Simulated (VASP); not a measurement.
# Rh2AuS2 (I4/mmm) in VASP: single point with PBE

Aim: the single point of Rh2AuS2 with PBE.

Program: VASP 6.6.1. These are calculated values, not measurements. Logs are shortened: lines on timing, memory, paths and dates and some standing lists are left out, and cuts for length are marked.

## (1) The cell of the first run

The structure is tetragonal, space group I4/mmm (No. 139). The conventional cell has a = 3.700 Å, b = 3.700 Å, c = 12.459 Å, α = 90.00°, β = 90.00°, γ = 90.00°. Rh (site symmetry -4m2) has 4 S at 2.30 Å and 4 Rh at 2.62 Å within 3.0 Å. Within 3.0 Å of S (site symmetry 4mm) lie 4 Rh at 2.30 Å. Au (site symmetry 4/mmm) has 8 S at 3.14 Å and 8 Rh at 3.62 Å and 4 Au at 3.70 Å within 4.1 Å.

## (2) Single point, PBE

POSCAR reads:

```
Rh2AuS2
1.0
    0.0000000000      3.6997540000      0.0000000000
    3.6997540000      0.0000000000      0.0000000000
    1.8498770000      1.8498770000     -6.2296750000
Rh S Au
2 2 1
Direct
    0.7500000000      0.2500000000      0.5000000000
    0.2500000000      0.7500000000      0.5000000000
    0.3600000000      0.3600000000      0.2800000000
    0.6400000000      0.6400000000      0.7200000000
    0.0000000000      0.0000000000      0.0000000000
```

INCAR.step1 reads:

```
SYSTEM = Rh2AuS2
ALGO = Normal
EDIFF = 1E-6
ENCUT = 400
GGA = PE
GGA_COMPAT = .False.
ISIF = 2
ISMEAR = -1
LASPH = .True.
LCHARG = .True.
LMAXMIX = 4
LORBIT = 11
LREAL = .False.
LWAVE = .False.
NBANDS = 34
NEDOS = 2001
NELM = 120
PREC = Accurate
SIGMA = 0.1
```

KPOINTS.step1 reads:

```
k-points
0
Gamma
  10 10 10
  0 0 0
```

INCAR.step2 reads:

```
SYSTEM = Rh2AuS2
ALGO = Normal
EDIFF = 1E-6
ENCUT = 400
GGA = PE
GGA_COMPAT = .False.
ICHARG = 11
ISIF = 2
ISMEAR = -5
LASPH = .True.
LCHARG = .False.
LMAXMIX = 4
LORBIT = 11
LREAL = .False.
LWAVE = .False.
NBANDS = 34
NEDOS = 1001
NELM = 120
PREC = Accurate
SIGMA = 0.1
```

KPOINTS.step2 reads:

```
k-points
0
Gamma
  15 15 15
  0 0 0
```

Potentials or basis: VASP PAW PBE potentials, release 64 (Rh_pv, S, Au).

On the command line:

```
> cat potpaw_PBE.64/Rh_pv/POTCAR potpaw_PBE.64/S/POTCAR potpaw_PBE.64/Au/POTCAR > POTCAR
> cp INCAR.step1 INCAR
> cp KPOINTS.step1 KPOINTS
> mpirun -np 1 vasp_std > vasp.out
> cp INCAR.step2 INCAR
> cp KPOINTS.step2 KPOINTS
> mpirun -np 1 vasp_std > vasp.out
```

OUTCAR:

```text
SYSTEM = Rh2AuS2
   EDIFF = 1E-6
   ENCUT = 400
   GGA = PE
   ICHARG = 11
   ISIF = 2
   ISMEAR = -5
   LASPH = .True.
   LORBIT = 11
   LREAL = .False.
   NELM = 120
   PREC = Accurate

 ion  position               nearest neighbor table
   1  0.750  0.250  0.500-   3 2.30   3 2.30   4 2.30   4 2.30   2 2.62   2 2.62   2 2.62   2 2.62

   2  0.250  0.750  0.500-   3 2.30   3 2.30   4 2.30   4 2.30   1 2.62   1 2.62   1 2.62   1 2.62

   3  0.360  0.360  0.280-   1 2.30   2 2.30   2 2.30   1 2.30   5 3.14   5 3.14   5 3.14   5 3.14

   4  0.640  0.640  0.720-   2 2.30   1 2.30   1 2.30   2 2.30   5 3.14   5 3.14   5 3.14   5 3.14

   5  0.000  0.000  0.000-   4 3.14   4 3.14   4 3.14   3 3.14   4 3.14   3 3.14   3 3.14   3 3.14

  LATTYP: Found a body centered tetragonal cell.
 ALAT       =     3.6997540000
 C/A-ratio  =     3.3676157928

  Lattice vectors:

 A1 = (  -1.8498770000,   1.8498770000,   6.2296750000)
 A2 = (   1.8498770000,  -1.8498770000,   6.2296750000)
 A3 = (   1.8498770000,   1.8498770000,  -6.2296750000)

Analysis of symmetry for initial positions (statically):
=====================================================================
 Subroutine PRICEL returns:
 Original cell was already a primitive cell.

 Routine SETGRP: Setting up the symmetry group for a
 body centered tetragonal supercell.

 Subroutine GETGRP returns: Found 16 space group operations
 (whereof 16 operations were pure point group operations)
 out of a pool of 16 trial point group operations.

The static configuration has the point symmetry D_4h.

Analysis of symmetry for dynamics (positions and initial velocities):
=====================================================================
 Subroutine PRICEL returns:
 Original cell was already a primitive cell.

 Routine SETGRP: Setting up the symmetry group for a
 body centered tetragonal supercell.

 Subroutine GETGRP returns: Found 16 space group operations
 (whereof 16 operations were pure point group operations)
 out of a pool of 16 trial point group operations.

The dynamic configuration has the point symmetry D_4h.

 Subroutine INISYM returns: Found 16 space group operations
 (whereof 16 operations are pure point group operations),
 and found     1 'primitive' translations

----------------------------------------------------------------------------------------

                                     Primitive cell

  volume of cell :      85.2729

  direct lattice vectors                    reciprocal lattice vectors
     0.000000000  3.699754000  0.000000000     0.000000000  0.270288241  0.080261009
     3.699754000  0.000000000  0.000000000     0.270288241  0.000000000  0.080261009
     1.849877000  1.849877000 -6.229675000     0.000000000  0.000000000 -0.160522018

  length of vectors
     3.699754000  3.699754000  6.756695970     0.281953121  0.281953121  0.160522018

  position of ions in fractional coordinates (direct lattice)
     0.750000000  0.250000000  0.500000000
     0.250000000  0.750000000  0.500000000
     0.360000000  0.360000000  0.280000000
     0.640000000  0.640000000  0.720000000
     0.000000000  0.000000000  0.000000000

  ion indices of the primitive-cell ions
   primitive index   ion index
                 1           1
                 2           2
                 3           3
                 4           4
                 5           5

----------------------------------------------------------------------------------------

 KPOINTS: k-points

Automatic generation of k-mesh.
 Grid dimensions read from file:
 generate k-points for:   15   15   15

 Generating k-lattice:

  Cartesian coordinates                     Fractional coordinates (reciprocal lattice)
     0.000000000  0.018019216  0.005350734     0.066666667  0.000000000  0.000000000
     0.018019216  0.000000000  0.005350734     0.000000000  0.066666667  0.000000000
     0.000000000  0.000000000 -0.010701468     0.000000000  0.000000000  0.066666667

  Length of vectors
     0.018796875  0.018796875  0.010701468

  Shift w.r.t. Gamma in fractional coordinates (k-lattice)
     0.000000000  0.000000000  0.000000000

 TETIRR: Found   9700 inequivalent tetrahedra from    20250

 Subroutine IBZKPT returns following result:
 ===========================================

 Found    288 irreducible k-points:

 Following reciprocal coordinates:
            Coordinates               Weight
  0.000000  0.000000  0.000000      1.000000
  0.066667  0.000000  0.000000      8.000000
  0.133333  0.000000  0.000000      8.000000
  0.200000  0.000000  0.000000      8.000000
  0.266667  0.000000  0.000000      8.000000
  0.333333  0.000000  0.000000      8.000000
[... 16 lines left out ...]
  0.133333  0.133333  0.000000      8.000000
  0.200000  0.133333  0.000000     16.000000
 [... further k-points ...]
   k-points           NKPTS =    288   k-points in BZ     NKDIM =    288   number of bands    NBANDS=     34
   number of dos      NEDOS =   1001   number of ions     NIONS =      5
   total plane-waves  NPLWV =  27648
   dimension x,y,z NGX =    24 NGY =   24 NGZ =   48
   dimension x,y,z NGXF=    48 NGYF=   48 NGZF=   96
   ions per type =               2   2   1
   NGX,Y,Z   is equivalent  to a cutoff of  10.78, 10.78, 11.81 a.u.
   NGXF,Y,Z  is equivalent  to a cutoff of  21.57, 21.57, 23.62 a.u.
 SYSTEM =  Rh2AuS2
   PREC   = accura    normal or accurate (medium, high low for compatibility)
   ISTART =      0    job   : 0-new  1-cont  2-samecut
   ICHARG =     11    charge: 1-file 2-atom 10-const
   ISPIN  =      1    spin polarized calculation?
   LNONCOLLINEAR =      F non collinear calculations
   LSORBIT =      F    spin-orbit coupling
   LASPH  =      T    aspherical Exc in radial PAW
   ENCUT  =  400.0 eV  29.40 Ry    5.42 a.u.   6.03  6.03 11.02*2*pi/ulx,y,z
   NELM   =    120;   NELMIN=  2; NELMDL=  0     # of ELM steps
   EDIFF  = 0.1E-05   stopping-criterion for ELM
   LREAL  =      F    real-space projection
   EDIFFG = 0.1E-04   stopping-criterion for IOM
   NSW    =      0    number of steps for IOM
   IBRION =     -1    ionic relax: 0-MD 1-quasi-New 2-CG
   NFREE  =      0    steps in history (QN), initial steepest desc. (CG)
   ISIF   =      2    stress and relaxation
   ISYM   =      2    0-nonsym 1-usesym 2-fastsym
   POTIM  = 0.5000    time-step for ionic-motion
   TEBEG  =    0.0;   TEEND  =   0.0 temperature during run
   PSTRESS=    0.0 pullay stress
   NELECT =      53.0000    total number of electrons
   NUPDOWN=      -1.0000    fix difference up-down
   EMIN   =  10.00;   EMAX   =-10.00  energy-range for DOS
   EFERMI =   0.00;   METHOD = LEGACY
   ISMEAR =    -5;   SIGMA  =   0.10  broadening in eV -4-tet -1-fermi 0-gaus
   EFERMI_NEDOS =   21; number of points for ismear=-14 and -15
   IALGO  =     38    algorithm
   IMIX   =      4    mixing-type and parameters
     AMIX     =   0.40;   BMIX     =  1.00
     AMIX_MAG =   1.60;   BMIX_MAG =  1.00
  volume/ion in A,a.u.               =      17.05       115.09
  Fermi-wavevector in a.u.,A,eV,Ry     =   1.397107  2.640150 26.557331  1.951909
  Thomas-Fermi vector in A             =   2.520396
   LORBIT       =     11    0 simple, 1 ext, 2 COOP (PROOUT), +10 PAW based schemes
   GGA     = PE    functional components
   LHFCALC =     F    Hartree Fock is set to
   AEXX    =    0.0000 exact exchange contribution
   IVDW    =     0    specifies the selected vdW correction
   LEPSILON=     F    determine dielectric tensor
   LRPA    =     F    only Hartree local field effects (RPA)
 non-spin polarized calculation
 Fermi weights with tetrahedron method with Bloechl corrections
  energy-cutoff  :      400.00
  volume of cell :       85.27
 maximum number of plane-waves:      1578

 number of electron      53.0000018 magnetization

 Free energy of the ion-electron system (eV)
  ---------------------------------------------------
  ext. energy  EPLUGINS =         0.00000000
  ---------------------------------------------------
  free energy    TOTEN  =       -25.15447409 eV

  energy without entropy =      -25.15447409  energy(sigma->0) =      -25.15447409

 E-fermi :   8.5467     XC(G=0): -11.6339

 val. band max:        8.5337520686   @ k =  -0.2000  -0.4000   0.1333
 cond. band min:       8.5090010938   @ k =   0.3333   0.3333   0.0667
 fundamental gap:     -0.0247509747
 Fermi energy:         8.5467165982

 k-point     1 :       0.0000    0.0000    0.0000
  band No.  band energies     occupation
      1     -39.2528      2.00000
      2     -39.2528      2.00000
      3     -38.8755      2.00000
      4     -38.7778      2.00000
      5     -38.7778      2.00000
      6     -38.7506      2.00000
[... 26 lines left out ...]
     33      14.7938      0.00000
     34      15.5355      0.00000

 k-point     2 :       0.0667    0.0000    0.0000
  band No.  band energies     occupation
      1     -39.2484      2.00000
      2     -39.2476      2.00000
      3     -38.8742      2.00000
      4     -38.7836      2.00000
      5     -38.7831      2.00000
      6     -38.7519      2.00000
[... 26 lines left out ...]
     33      14.8274      0.00000
     34      15.4379      0.00000

 k-point     3 :       0.1333    0.0000    0.0000
  band No.  band energies     occupation
      1     -39.2352      2.00000
      2     -39.2325      2.00000
      3     -38.8699      2.00000
      4     -38.8012      2.00000
      5     -38.7987      2.00000
      6     -38.7559      2.00000
[... 26 lines left out ...]
     33      14.9334      0.00000
     34      15.1966      0.00000
[... 704 lines left out ...]
 k-point    23 :       0.1333    0.1333    0.0000
  band No.  band energies     occupation
      1     -39.2653      2.00000
      2     -39.1680      2.00000
      3     -38.8708      2.00000
      4     -38.8651      2.00000
      5     -38.7703      2.00000
      6     -38.7602      2.00000
[... 26 lines left out ...]
     33      15.0394      0.00000
     34      15.4505      0.00000

 k-point    24 :       0.2000    0.1333    0.0000
  band No.  band energies     occupation
      1     -39.2661      2.00000
      2     -39.1252      2.00000
      3     -38.9174      2.00000
      4     -38.8589      2.00000
      5     -38.7728      2.00000
      6     -38.7652      2.00000
[... 26 lines left out ...]
     33      15.0008      0.00000
     34      15.2045      0.00000

 [... further k-points ...]

------------------------ aborting loop because EDIFF is reached ----------------------------------------

  FORCE on cell =-STRESS in cart. coord.  units (eV):
  Direction    XX          YY          ZZ          XY          YZ          ZX
  --------------------------------------------------------------------------------------
  -------------------------------------------------------------------------------------
  Total        6.2573698      6.2573698      3.5434052      0.0000000      0.0000000      0.0000000
  in kB      117.5685911    117.5685911     66.5764018      0.0000000      0.0000000      0.0000000
  external PRESSURE =     100.5711947 kB  Pullay stress =       0.0000000 kB

 VOLUME and BASIS-vectors are now :
 -----------------------------------------------------------------------------
  energy-cutoff  :      400.00
  volume of cell :       85.27
      direct lattice vectors                 reciprocal lattice vectors
     0.000000000  3.699754000  0.000000000     0.000000000  0.270288241  0.080261009
     3.699754000  0.000000000  0.000000000     0.270288241  0.000000000  0.080261009
     1.849877000  1.849877000 -6.229675000     0.000000000  0.000000000 -0.160522018

 POSITION                                       TOTAL-FORCE (eV/Angst)
 -----------------------------------------------------------------------------------
      1.84988      3.69975     -3.11484        -0.000000      0.000000      0.000000
      3.69975      1.84988     -3.11484         0.000000     -0.000000      0.000000
      1.84988      1.84988     -1.74431         0.000000      0.000000      0.967210
      3.69975      3.69975     -4.48537        -0.000000     -0.000000     -0.967210
      0.00000      0.00000      0.00000         0.000000      0.000000      0.000000
 -----------------------------------------------------------------------------------
    total drift:                                0.000000      0.000000      0.000000

  FREE ENERGIE OF THE ION-ELECTRON SYSTEM (eV)
  ---------------------------------------------------
  free  energy   TOTEN  =       -25.1544740947 eV

  energy  without entropy=      -25.1544740947  energy(sigma->0) =      -25.15447409

 total charge

# of ion       s       p       d       tot
------------------------------------------
    1        0.384   6.350   7.303  14.037
    2        0.384   6.350   7.303  14.037
    3        1.384   2.194   0.000   3.578
    4        1.384   2.194   0.000   3.578
    5        0.566   0.088   8.865   9.519
--------------------------------------------------
tot          4.103  17.174  23.472  44.749
```

Wall time 6.1 min (1 thread of Intel Xeon 8259CL, shared host); peak memory 0.6 GiB.

What came out:

```
Valence electrons inside the program's atomic spheres : Rh 14.04; S 3.58; Au 9.52
```

Levels at points of the mesh, in eV from the Fermi level:
| k point | band 23 | band 24 | band 25 | band 26 | band 27 | band 28 | band 29 | band 30 |
| --- | --- | --- | --- | --- | --- | --- | --- | --- |
| (0.00, 0.00, 0.00) | -1.22 | -1.08 | -0.52 | -0.52 | 0.06 | 0.41 | 0.93 | 0.93 |

Caveat: spin-orbit coupling is left out, which moves the levels of the heavy elements.
